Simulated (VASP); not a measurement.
# Ba3Sb2Br2O5 (I4/mmm) in VASP: single point with LDA

Aim: the single point of Ba3Sb2Br2O5 with LDA.

Everything below comes from runs of VASP 6.6.1. Logs are shortened: lines on timing, memory, paths and dates and some standing lists are left out, and cuts for length are marked.

### 1 The cell of the first run

It takes space group I4/mmm (No. 139, tetragonal). Conventional cell: a = 4.328 Å, b = 4.328 Å, c = 26.298 Å, α = 90.00°, β = 90.00°, γ = 90.00°. Ba (site symmetry 4/mmm) has 12 O at 3.06 to 3.20 Å and 8 Sb at 3.70 Å and 2 Ba at 4.08 Å within 4.1 Å. Ba (site symmetry 4mm) has 4 O at 2.77 Å and 5 Br at 3.33 to 3.68 Å and 4 Sb at 3.65 Å within 3.7 Å. Within 2.8 Å of Sb (site symmetry 4mm) lie 5 O at 2.09 to 2.18 Å. Within 4.4 Å of Br (site symmetry 4mm) lie 1 Sb at 3.30 Å and 5 Ba at 3.33 to 3.68 Å and 4 O at 3.72 Å and 8 Br at 3.87 to 4.33 Å. O (site symmetry 2mm) has 2 Sb at 2.18 Å and 2 Ba at 2.77 Å within 2.9 Å. Within 2.8 Å of O (site symmetry 4/mmm) lie 2 Sb at 2.09 Å.

### 2 Single point, LDA

INCAR

```
SYSTEM = Ba3Sb2Br2O5
PREC = Accurate
ENCUT = 520
EDIFF = 1E-6
ISMEAR = 0
SIGMA = 0.0198
LREAL = .FALSE.
LASPH = .TRUE.
NELM = 80
ALGO = Normal
ISIF = 2
LWAVE = .FALSE.
LCHARG = .FALSE.
NBANDS = 54
```

KPOINTS

```
Automatic mesh
0
G
  6 6 6
  0 0 0
```

POSCAR

```
Ba3Sb2Br2O5
1.0
    0.0000000000      4.3275010000      0.0000000000
    4.3275010000      0.0000000000      0.0000000000
    2.1637510000      2.1637510000    -13.1491110000
Ba Sb Br O
3 2 2 5
Direct
    0.5000000000      0.5000000000      0.0000000000
    0.3448000000      0.3448000000      0.3104000000
    0.6552000000      0.6552000000      0.6896000000
    0.0794000000      0.0794000000      0.8412000000
    0.9206000000      0.9206000000      0.1588000000
    0.2048000000      0.2048000000      0.5904000000
    0.7952000000      0.7952000000      0.4096000000
    0.5896000000      0.0896000000      0.8208000000
    0.0896000000      0.5896000000      0.8208000000
    0.4104000000      0.9104000000      0.1792000000
    0.9104000000      0.4104000000      0.1792000000
    0.0000000000      0.0000000000      0.0000000000
```

Potentials or basis: VASP PAW LDA potentials, release 64 (Ba_sv, Sb, Br, O).

The run is started by

```sh
$ cat potpaw_LDA.64/Ba_sv/POTCAR potpaw_LDA.64/Sb/POTCAR potpaw_LDA.64/Br/POTCAR potpaw_LDA.64/O/POTCAR > POTCAR
$ mpirun -np 1 vasp_std > vasp.out
```

OUTCAR:

```text
SYSTEM = Ba3Sb2Br2O5
   PREC = Accurate
   ENCUT = 520
   EDIFF = 1E-6
   ISMEAR = 0
   LREAL = .FALSE.
   LASPH = .TRUE.
   NELM = 80
   ISIF = 2

 ion  position               nearest neighbor table
   1  0.500  0.500  0.000-  12 3.06  12 3.06  12 3.06  12 3.06   8 3.20  11 3.20   9 3.20  10 3.20
                            10 3.20  11 3.20   8 3.20   9 3.20   5 3.70   4 3.70   5 3.70   4 3.70
   2  0.345  0.345  0.310-  11 2.77  10 2.77  10 2.77  11 2.77   7 3.33   7 3.33   7 3.33   7 3.33
                             5 3.65   5 3.65   5 3.65   5 3.65   6 3.68   1 4.08
   3  0.655  0.655  0.690-   8 2.77   9 2.77   8 2.77   9 2.77   6 3.33   6 3.33   6 3.33   6 3.33
                             4 3.65   4 3.65   4 3.65   4 3.65   7 3.68   1 4.08
   4  0.079  0.079  0.841-  12 2.09   9 2.18   8 2.18   9 2.18   8 2.18   3 3.65   3 3.65   3 3.65
                             3 3.65   1 3.70   1 3.70   1 3.70   1 3.70
   5  0.921  0.921  0.159-  12 2.09  11 2.18  10 2.18  11 2.18  10 2.18   2 3.65   2 3.65   2 3.65
                             2 3.65   1 3.70   1 3.70   1 3.70   1 3.70
   6  0.205  0.205  0.590-   3 3.33   3 3.33   3 3.33   3 3.33   2 3.68
   7  0.795  0.795  0.410-   2 3.33   2 3.33   2 3.33   2 3.33   3 3.68
   8  0.590  0.090  0.821-   4 2.18   4 2.18   3 2.77   3 2.77   1 3.20   1 3.20
   9  0.090  0.590  0.821-   4 2.18   4 2.18   3 2.77   3 2.77   1 3.20   1 3.20
  10  0.410  0.910  0.179-   5 2.18   5 2.18   2 2.77   2 2.77   1 3.20   1 3.20
  11  0.910  0.410  0.179-   5 2.18   5 2.18   2 2.77   2 2.77   1 3.20   1 3.20
  12  0.000  0.000  0.000-   4 2.09   5 2.09   1 3.06   1 3.06   1 3.06   1 3.06

  LATTYP: Found a body centered tetragonal cell.
 ALAT       =     4.3275010000
 C/A-ratio  =     6.0769996356

  Lattice vectors:

 A1 = (  -2.1637510000,   2.1637500000,  13.1491110000)
 A2 = (   2.1637500000,  -2.1637510000,  13.1491110000)
 A3 = (   2.1637510000,   2.1637510000, -13.1491110000)

Analysis of symmetry for initial positions (statically):
=====================================================================
 Subroutine PRICEL returns:
 Original cell was already a primitive cell.

 Routine SETGRP: Setting up the symmetry group for a
 body centered tetragonal supercell.

 Subroutine GETGRP returns: Found 16 space group operations
 (whereof 16 operations were pure point group operations)
 out of a pool of 16 trial point group operations.

The static configuration has the point symmetry D_4h.

Analysis of symmetry for dynamics (positions and initial velocities):
=====================================================================
 Subroutine PRICEL returns:
 Original cell was already a primitive cell.

 Routine SETGRP: Setting up the symmetry group for a
 body centered tetragonal supercell.

 Subroutine GETGRP returns: Found 16 space group operations
 (whereof 16 operations were pure point group operations)
 out of a pool of 16 trial point group operations.

The dynamic configuration has the point symmetry D_4h.

 Subroutine INISYM returns: Found 16 space group operations
 (whereof 16 operations are pure point group operations),
 and found     1 'primitive' translations

----------------------------------------------------------------------------------------

                                     Primitive cell

  volume of cell :     246.2469

  direct lattice vectors                    reciprocal lattice vectors
     0.000000000  4.327501000  0.000000000     0.000000000  0.231080247  0.038025393
     4.327501000  0.000000000  0.000000000     0.231080247  0.000000000  0.038025393
     2.163751000  2.163751000-13.149111000     0.000000000  0.000000000 -0.076050769

  length of vectors
     4.327501000  4.327501000 13.500472468     0.234187982  0.234187982  0.076050769

  position of ions in fractional coordinates (direct lattice)
     0.500000000  0.500000000  0.000000000
     0.344800000  0.344800000  0.310400000
     0.655200000  0.655200000  0.689600000
     0.079400000  0.079400000  0.841200000
     0.920600000  0.920600000  0.158800000
     0.204800000  0.204800000  0.590400000
     0.795200000  0.795200000  0.409600000
     0.589600000  0.089600000  0.820800000
     0.089600000  0.589600000  0.820800000
     0.410400000  0.910400000  0.179200000
     0.910400000  0.410400000  0.179200000
     0.000000000  0.000000000  0.000000000

  ion indices of the primitive-cell ions
   primitive index   ion index
                 1           1
                 2           2
                 3           3
                 4           4
                 5           5
                 6           6
                 7           7
                 8           8
                 9           9
                10          10
                11          11
                12          12

----------------------------------------------------------------------------------------

 KPOINTS: Automatic mesh

Automatic generation of k-mesh.
 Grid dimensions read from file:
 generate k-points for:    6    6    6

 Generating k-lattice:

  Cartesian coordinates                     Fractional coordinates (reciprocal lattice)
     0.000000000  0.038513375  0.006337566     0.166666667  0.000000000  0.000000000
     0.038513375  0.000000000  0.006337566     0.000000000  0.166666667  0.000000000
     0.000000000  0.000000000 -0.012675128     0.000000000  0.000000000  0.166666667

  Length of vectors
     0.039031330  0.039031330  0.012675128

  Shift w.r.t. Gamma in fractional coordinates (k-lattice)
     0.000000000  0.000000000  0.000000000

 Subroutine IBZKPT returns following result:
 ===========================================

 Found     30 irreducible k-points:

 Following reciprocal coordinates:
            Coordinates               Weight
  0.000000  0.000000  0.000000      1.000000
  0.166667  0.000000  0.000000      8.000000
  0.333333  0.000000  0.000000      8.000000
  0.500000  0.000000 -0.000000      4.000000
  0.166667  0.166667  0.000000      8.000000
  0.333333  0.166667 -0.000000     16.000000
[... 16 lines left out ...]
 -0.333333 -0.333333  0.166667      4.000000
 -0.166667 -0.333333  0.166667     16.000000
 [... further k-points ...]
   k-points           NKPTS =     30   k-points in BZ     NKDIM =     30   number of bands    NBANDS=     54
   number of dos      NEDOS =    301   number of ions     NIONS =     12
   total plane-waves  NPLWV = 102400
   dimension x,y,z NGX =    32 NGY =   32 NGZ =  100
   dimension x,y,z NGXF=    64 NGYF=   64 NGZF=  200
   ions per type =               3   2   2   5
   NGX,Y,Z   is equivalent  to a cutoff of  12.29, 12.29, 12.31 a.u.
   NGXF,Y,Z  is equivalent  to a cutoff of  24.59, 24.59, 24.63 a.u.
 SYSTEM =  Ba3Sb2Br2O5
   PREC   = accura    normal or accurate (medium, high low for compatibility)
   ISTART =      0    job   : 0-new  1-cont  2-samecut
   ICHARG =      2    charge: 1-file 2-atom 10-const
   ISPIN  =      1    spin polarized calculation?
   LNONCOLLINEAR =      F non collinear calculations
   LSORBIT =      F    spin-orbit coupling
   LASPH  =      T    aspherical Exc in radial PAW
   ENCUT  =  520.0 eV  38.22 Ry    6.18 a.u.   8.05  8.05 25.10*2*pi/ulx,y,z
   NELM   =     80;   NELMIN=  2; NELMDL= -5     # of ELM steps
   EDIFF  = 0.1E-05   stopping-criterion for ELM
   LREAL  =      F    real-space projection
   EDIFFG = 0.1E-04   stopping-criterion for IOM
   NSW    =      0    number of steps for IOM
   IBRION =     -1    ionic relax: 0-MD 1-quasi-New 2-CG
   NFREE  =      0    steps in history (QN), initial steepest desc. (CG)
   ISIF   =      2    stress and relaxation
   ISYM   =      2    0-nonsym 1-usesym 2-fastsym
   POTIM  = 0.5000    time-step for ionic-motion
   TEBEG  =    0.0;   TEEND  =   0.0 temperature during run
   PSTRESS=    0.0 pullay stress
   NELECT =      84.0000    total number of electrons
   NUPDOWN=      -1.0000    fix difference up-down
   EMIN   =  10.00;   EMAX   =-10.00  energy-range for DOS
   EFERMI =   0.00;   METHOD = LEGACY
   ISMEAR =     0;   SIGMA  =   0.02  broadening in eV -4-tet -1-fermi 0-gaus
   EFERMI_NEDOS =   21; number of points for ismear=-14 and -15
   IALGO  =     38    algorithm
   IMIX   =      4    mixing-type and parameters
     AMIX     =   0.40;   BMIX     =  1.00
     AMIX_MAG =   1.60;   BMIX_MAG =  1.00
  volume/ion in A,a.u.               =      20.52       138.48
  Fermi-wavevector in a.u.,A,eV,Ry     =   1.143873  2.161606 17.802470  1.308445
  Thomas-Fermi vector in A             =   2.280566
   LORBIT       =      0    0 simple, 1 ext, 2 COOP (PROOUT), +10 PAW based schemes
   GGA     = CA    functional components
   LHFCALC =     F    Hartree Fock is set to
   AEXX    =    0.0000 exact exchange contribution
   IVDW    =     0    specifies the selected vdW correction
   LEPSILON=     F    determine dielectric tensor
   LRPA    =     F    only Hartree local field effects (RPA)
 non-spin polarized calculation
 Gauss-broadening in eV      SIGMA  =   0.02
  energy-cutoff  :      520.00
  volume of cell :      246.25
 maximum number of plane-waves:      6684
   NGX = 17   NGY = 17   NGZ = 51

 number of electron      83.9999993 magnetization

 Free energy of the ion-electron system (eV)
  ---------------------------------------------------
  ext. energy  EPLUGINS =         0.00000000
  ---------------------------------------------------
  free energy    TOTEN  =       -73.42365565 eV

  energy without entropy =      -73.42313189  energy(sigma->0) =      -73.42339377

 E-fermi :   5.8810     XC(G=0): -10.1166

 val. band max:        5.8607743417   @ k =  -0.3333   0.3333   0.0000
 cond. band min:       5.8910863340   @ k =   0.3333   0.3333   0.1667
 fundamental gap:      0.0303119923
 Fermi energy:         5.8810113245

 k-point     1 :       0.0000    0.0000    0.0000
  band No.  band energies     occupation
      1     -23.6566      2.00000
      2     -22.7261      2.00000
      3     -22.7250      2.00000
      4     -14.7463      2.00000
      5     -14.1088      2.00000
      6     -13.6069      2.00000
[... 46 lines left out ...]
     53       8.9307      0.00000
     54       8.9382      0.00000

 k-point     2 :       0.1667    0.0000    0.0000
  band No.  band energies     occupation
      1     -23.6489      2.00000
      2     -22.7170      2.00000
      3     -22.7160      2.00000
      4     -14.7302      2.00000
      5     -14.0291      2.00000
      6     -13.5877      2.00000
[... 46 lines left out ...]
     53       8.7864      0.00000
     54       8.8421      0.00000

 k-point     3 :       0.3333    0.0000    0.0000
  band No.  band energies     occupation
      1     -23.6335      2.00000
      2     -22.6987      2.00000
      3     -22.6979      2.00000
      4     -14.6985      2.00000
      5     -13.8049      2.00000
      6     -13.5068      2.00000
[... 46 lines left out ...]
     53       8.8197      0.00000
     54       9.0776      0.00000
[... 1084 lines left out ...]
 k-point    23 :      -0.3333   -0.3333    0.1667
  band No.  band energies     occupation
      1     -23.6141      2.00000
      2     -22.6740      2.00000
      3     -22.6731      2.00000
      4     -14.5669      2.00000
      5     -13.5980      2.00000
      6     -13.4662      2.00000
[... 46 lines left out ...]
     53       9.3242      0.00000
     54       9.6724      0.00000

 k-point    24 :      -0.1667   -0.3333    0.1667
  band No.  band energies     occupation
      1     -23.6271      2.00000
      2     -22.6907      2.00000
      3     -22.6895      2.00000
      4     -14.6574      2.00000
      5     -13.7479      2.00000
      6     -13.4983      2.00000
[... 46 lines left out ...]
     53       9.0270      0.00000
     54       9.2406      0.00000

 [... further k-points ...]
[... 5 lines left out ...]
  --------------------------------------------------------------------------------------
  -------------------------------------------------------------------------------------
  Total        3.2018670      3.2018670     -1.9276347     -0.0000000      0.0000001      0.0000001
  in kB       20.8325831     20.8325831    -12.5419360     -0.0000000      0.0000005      0.0000005
  external PRESSURE =       9.7077434 kB  Pullay stress =       0.0000000 kB

 VOLUME and BASIS-vectors are now :
 -----------------------------------------------------------------------------
  energy-cutoff  :      520.00
  volume of cell :      246.25
      direct lattice vectors                 reciprocal lattice vectors
     0.000000000  4.327501000  0.000000000     0.000000000  0.231080247  0.038025393
     4.327501000  0.000000000  0.000000000     0.231080247  0.000000000  0.038025393
     2.163751000  2.163751000-13.149111000     0.000000000  0.000000000 -0.076050769

 POSITION                                       TOTAL-FORCE (eV/Angst)
 -----------------------------------------------------------------------------------
      2.16375      2.16375      0.00000         0.000000      0.000000      0.000000
      2.16375      2.16375     -4.08148         0.000000      0.000000     -0.007617
      4.32750      4.32750     -9.06763        -0.000000     -0.000000      0.007617
      2.16375      2.16375    -11.06103        -0.000000     -0.000000      0.819614
      4.32750      4.32750     -2.08808         0.000000      0.000000     -0.819614
      2.16375      2.16375     -7.76324        -0.000000     -0.000000      0.288946
      4.32750      4.32750     -5.38588         0.000000      0.000000     -0.288946
      2.16375      4.32750    -10.79279         0.000000      0.000000     -0.470725
      4.32750      2.16375    -10.79279         0.000000      0.000000     -0.470725
      4.32750      2.16375     -2.35632        -0.000000     -0.000000      0.470725
      2.16375      4.32750     -2.35632        -0.000000     -0.000000      0.470725
      0.00000      0.00000      0.00000        -0.000000     -0.000000      0.000000
 -----------------------------------------------------------------------------------
    total drift:                               -0.000000      0.000000     -0.000000

  FREE ENERGIE OF THE ION-ELECTRON SYSTEM (eV)
  ---------------------------------------------------
  free  energy   TOTEN  =       -73.4236556469 eV

  energy  without entropy=      -73.4231318947  energy(sigma->0) =      -73.42339377
```

Run time: 5.6 min. Hardware: 1 thread of AMD EPYC 7R13 (Zen 3), shared host; peak memory 0.46 GiB.

What came out:

| Quantity | Value |
| --- | --- |
| Free energy | -73.4237 eV |
| Pressure | 1.0 GPa |
| Largest force | 0.820 eV/Å |
| Band gap on the k mesh | zero (bands 42 and 43 overlap by 0.32 eV) |

Forces on the atoms (eV/Å):
```
Ba   0.000  0.000  0.000
Ba   0.000  0.000 -0.008
Ba   0.000  0.000  0.008
Sb   0.000  0.000  0.820
Sb   0.000  0.000 -0.820
Br   0.000  0.000  0.289
Br   0.000  0.000 -0.289
O    0.000  0.000 -0.471
O    0.000  0.000 -0.471
O    0.000  0.000  0.471
O    0.000  0.000  0.471
O    0.000  0.000  0.000
```

Caveat: spin-orbit coupling is left out, which moves the levels of the heavy elements.
